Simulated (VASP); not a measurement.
A run of VASP 6.6.1:

INCAR

```
SYSTEM = Si27SbC26
ALGO = Normal
EDIFF = 1E-7
ENCUT = 520
GGA = PE
ISIF = 2
ISMEAR = -1
LASPH = .TRUE.
LCHARG = .TRUE.
LELF = .TRUE.
LREAL = Auto
LVHAR = .TRUE.
LWAVE = .FALSE.
NBANDS = 142
NELECT = 216.0
NELM = 80
PREC = Accurate
SIGMA = 0.01
```

Contents of KPOINTS:

```
k-points
0
G
  3 3 3
  0 0 0
```

The input POSCAR:

```
Si27SbC26
1.0
    0.0000000000      6.5309898714      6.5309898714
    6.5309898714      0.0000000000      6.5309898714
    6.5309898714      6.5309898714      0.0000000000
Si Sb C
27 1 26
Direct
    0.2500000000      0.2500000000      0.2500000000
    0.2510301672      0.2510301672      0.5823340066
    0.2510301672      0.2510301672      0.9156056591
    0.2510301672      0.5823340066      0.2510301672
    0.2501483924      0.5832838692      0.5832838692
    0.2510301672      0.5823340066      0.9156056591
    0.2510301672      0.9156056591      0.2510301672
    0.2510301672      0.9156056591      0.5823340066
    0.3022225030      0.8992591657      0.8992591657
    0.5823340066      0.2510301672      0.2510301672
    0.5832838692      0.2501483924      0.5832838692
    0.5823340066      0.2510301672      0.9156056591
    0.5832838692      0.5832838692      0.2501483924
    0.5832838692      0.5832838692      0.5832838692
    0.5827885210      0.5827885210      0.9172114790
    0.5823340066      0.9156056591      0.2510301672
    0.5827885210      0.9172114790      0.5827885210
    0.5827885210      0.9172114790      0.9172114790
    0.9156056591      0.2510301672      0.2510301672
    0.9156056591      0.2510301672      0.5823340066
    0.8992591657      0.3022225030      0.8992591657
    0.9156056591      0.5823340066      0.2510301672
    0.9172114790      0.5827885210      0.5827885210
    0.9172114790      0.5827885210      0.9172114790
    0.8992591657      0.8992591657      0.3022225030
    0.9172114790      0.9172114790      0.5827885210
    0.8992591657      0.8992591657      0.8992591657
    0.0000000000      0.0000000000      0.0000000000
    0.0009353302      0.0009353302      0.3390887895
    0.0009353302      0.0009353302      0.6590405501
    0.0009353302      0.3390887895      0.0009353302
    0.0004039513      0.3331986829      0.3331986829
    0.0009353302      0.3390887895      0.6590405501
    0.0009353302      0.6590405501      0.0009353302
    0.0009353302      0.6590405501      0.3390887895
   -0.0002093153      0.6667364384      0.6667364384
    0.3390887895      0.0009353302      0.0009353302
    0.3331986829      0.0004039513      0.3331986829
    0.3390887895      0.0009353302      0.6590405501
    0.3331986829      0.3331986829      0.0004039513
    0.3331986829      0.3331986829      0.3331986829
    0.3333989741      0.3333989741      0.6666010259
    0.3390887895      0.6590405501      0.0009353302
    0.3333989741      0.6666010259      0.3333989741
    0.3333989741      0.6666010259      0.6666010259
    0.6590405501      0.0009353302      0.0009353302
    0.6590405501      0.0009353302      0.3390887895
    0.6667364384     -0.0002093153      0.6667364384
    0.6590405501      0.3390887895      0.0009353302
    0.6666010259      0.3333989741      0.3333989741
    0.6666010259      0.3333989741      0.6666010259
    0.6667364384      0.6667364384     -0.0002093153
    0.6666010259      0.6666010259      0.3333989741
    0.6667364384      0.6667364384      0.6667364384
```

Potentials or basis: VASP PAW PBE potentials, release 64 (Si, Sb, C).

Command:

```bash
$ cat potpaw_PBE.64/Si/POTCAR potpaw_PBE.64/Sb/POTCAR potpaw_PBE.64/C/POTCAR > POTCAR
$ mpirun -np 1 vasp_std > vasp.out
```

Hardware: 1 thread of Intel(R) Xeon(R) Platinum 8259CL CPU @ 2.50GHz (Skylake/Cascade Lake), on a shared host.

Problem. Estimate the wall time of this run.

Solution. Run time: 12 min on 1 thread of Intel(R) Xeon(R) Platinum 8259CL CPU @ 2.50GHz (Skylake/Cascade Lake) (shared host), peak memory 0.79 GiB. Counts: scf iterations 17, k points 4.
